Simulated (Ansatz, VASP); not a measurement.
**One calculation of BeTe, two programs**

INCAR

```
PREC = Accurate
ENCUT = 600
EDIFF = 1E-7
ISMEAR = -1
SIGMA = 0.05
LREAL = False
LASPH = True
NELM = 120
ALGO = Normal
ISIF = 3
LWAVE = False
LCHARG = False
GGA = RP
IVDW = 13
IBRION = 2
NSW = 80
EDIFFG = -0.005
GGA_COMPAT = False
NELMIN = 4
```

Contents of KPOINTS:

```
Automatic mesh
0
Gamma
  8 8 8
```

POSCAR

```
BeTe
1.0
    0.0000000000      2.7700000000      2.7700000000
    2.7700000000      0.0000000000      2.7700000000
    2.7700000000      2.7700000000      0.0000000000
Te Be
1 1
Direct
    0.7500000000      0.7500000000      0.7500000000
    0.0000000000      0.0000000000      0.0000000000
```

input.yaml

```yaml
crystal:
  lattice:
    - [0.0, 2.77, 2.77]
    - [2.77, 0.0, 2.77]
    - [2.77, 2.77, 0.0]
  atoms:
    - { symbol: Te, position: [0.75, 0.75, 0.75] }
    - { symbol: Be, position: [0.0, 0.0, 0.0] }
kpoints:
  mp_grid: { grid: [8, 8, 8] }
scf:
  occupations: { method: fermi_dirac, width: 0.05 }
hamiltonian:
  xc: rpbe
  dispersion: d4
  pseudopotentials: { kind: all_electron, lapw: { basis_error: 0.001 } }
output:
  forces: true
  stress: true
relax:
  f_tol: 0.005
  max_steps: 60
  cell: {}
```

Alike in both runs: task relaxation of cell and atoms; functional RPBE; dispersion D4; k mesh 8 × 8 × 8; occupations fermi-dirac, width 0.05 eV; no spin polarisation.

|  | VASP | Ansatz |
| --- | --- | --- |
| version | VASP 6.6.1 | Ansatz 0.2.0 |
| potentials or method | VASP PAW PBE potentials, release 64 (Te, Be), cutoff 600 eV | all-electron LAPW, scalar-relativistic |

Ansatz gave:

| Property | Result |
| --- | --- |
| relaxed volume (Å³/atom) | 21.48 |
| relaxed cell length with the largest relative difference (Å) | 3.931 |

**Question.** Estimate VASP's values.

**Answer.** Relaxed volume (Å³/atom): 21.52; relaxed cell length with the largest relative difference (Å): 3.934.

VASP's potentials were made for PBE, not for RPBE. Ansatz ran all-electron here, and VASP with PAW potentials.

Spin-orbit coupling is off throughout.
